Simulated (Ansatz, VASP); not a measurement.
**One calculation of C, two programs**

File INCAR:

```
SYSTEM = C
PREC = Accurate ; ENCUT = 520
EDIFF = 1E-7 ; ISMEAR = -1
SIGMA = 0.1 ; LREAL = .FALSE.
LASPH = .TRUE. ; NELM = 60
ALGO = Normal ; ISIF = 2
LWAVE = .FALSE. ; LCHARG = .TRUE.
GGA = PS ; LELF = .TRUE.
LVHAR = .TRUE. ; NBANDS = 8
```

The input KPOINTS:

```
Automatic mesh
0
G
  20 20 20
  0 0 0
```

The input POSCAR:

```
C
1.0
    1.7312519022      0.0000000000      0.0000000000
    0.0000000000      1.7312519022      0.0000000000
    0.0000000000      0.0000000000      1.7312519022
C
1
Direct
    0.0000000000      0.0000000000      0.0000000000
```

Input for Ansatz:

```yaml
crystal:
  lattice:
    - [1.7312519022, 0.0, 0.0]
    - [0.0, 1.7312519022, 0.0]
    - [0.0, 0.0, 1.7312519022]
  atoms:
    - { symbol: C, position: [0.0, 0.0, 0.0] }
hamiltonian:
  xc: pbesol
  pseudopotentials:
    kind: paw
    azcp:
      C: "pseudopotentials/C.paw.azcp"
basis:
  ecutwfc: 420
  fft_grid_basis: typed
kpoints:
  mp_grid: { grid: [20, 20, 20], shift: [0, 0, 0] }
magnetization:
  spin_polarized: false
scf:
  occupations: { method: fermi_dirac, width: 0.1 }
  lower_state_search: "off"
output:
  stress: true
```

Alike in both runs: task single point; functional PBEsol; k mesh 20 × 20 × 20; occupations fermi-dirac, width 0.1 eV; no spin polarisation.

|  | VASP | Ansatz |
| --- | --- | --- |
| version | VASP 6.6.1 | Ansatz 0.2.0 |
| potentials or method | VASP PAW PBE potentials, release 64 (C), cutoff 520 eV | plane waves (420 eV) with PAW, scalar-relativistic |
| valence electrons in the cell | 4 | 4 |

```tsv
	VASP	Ansatz	Ansatz less VASP
pressure (GPa)	20.1	19.4	-0.68
```

VASP's potentials were made for PBE, not for PBEsol, and Ansatz warns of the same on its side.
